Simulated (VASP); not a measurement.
HfO2:

```
Hf O
1.0
     3.57603    0.00000    0.00000
     0.00000    3.57603    0.00000
     0.00000    0.00000    5.20422
Hf O
2 4
Direct
  0.50000 0.50000 0.50000
  0.00000 0.00000 0.00000
  0.00000 0.50000 0.69650
  0.50000 0.00000 0.80350
  0.50000 0.00000 0.30350
  0.00000 0.50000 0.19650
```

```yaml
Program: VASP 6.6.1
Task: relaxation of cell and atoms
Functional: r2SCAN
Potentials_or_basis: VASP PAW PBE potentials, release 64 (Hf_pv, O)
Cutoff: 600 eV
k_mesh: 6 × 6 × 6
Occupations: gaussian, width 0.02 eV
Spin: no spin polarisation
```

At the start: pressure -3.9 GPa; volume 11.09 Å³/atom.

Q: Where does the relaxation end?

A: Over 11 steps the energy falls by 2.1 meV/atom and the volume is 10.92 Å³/atom (-1.6 %); space group P4_2/nmc (No. 137, to 0.1 Å) before and after.

The path:
```csv
step,energy change (eV),largest force (eV/Å),pressure (GPa),volume (Å³)
1,0.0000,0.0758,-3.90,66.55
2,0.0235,0.1834,7.10,63.99
3,-0.0121,0.0154,0.47,65.59
4,-0.0119,0.0058,-0.47,65.70
5,-0.0120,0.0107,-0.29,65.65
6,-0.0121,0.0134,-0.17,65.62
7,-0.0122,0.0165,-0.15,65.60
8,-0.0122,0.0178,-0.15,65.59
9,-0.0123,0.0183,0.21,65.48
10,-0.0123,0.0188,0.15,65.50
11,-0.0124,0.0072,0.03,65.52
```

Final structure:
```
CELL_PARAMETERS angstrom
3.55942 0.00000 0.00000
0.00000 3.55942 0.00000
0.00000 0.00000 5.17111
ATOMIC_POSITIONS crystal
Hf 0.50000 0.50000 0.50000
Hf 0.00000 0.00000 0.00000
O 0.00000 0.50000 0.69693
O 0.50000 0.00000 0.80307
O 0.50000 0.00000 0.30308
O 0.00000 0.50000 0.19692
```

Caveat: the PAW data sets were made with another functional, which shifts forces and pressure a little.
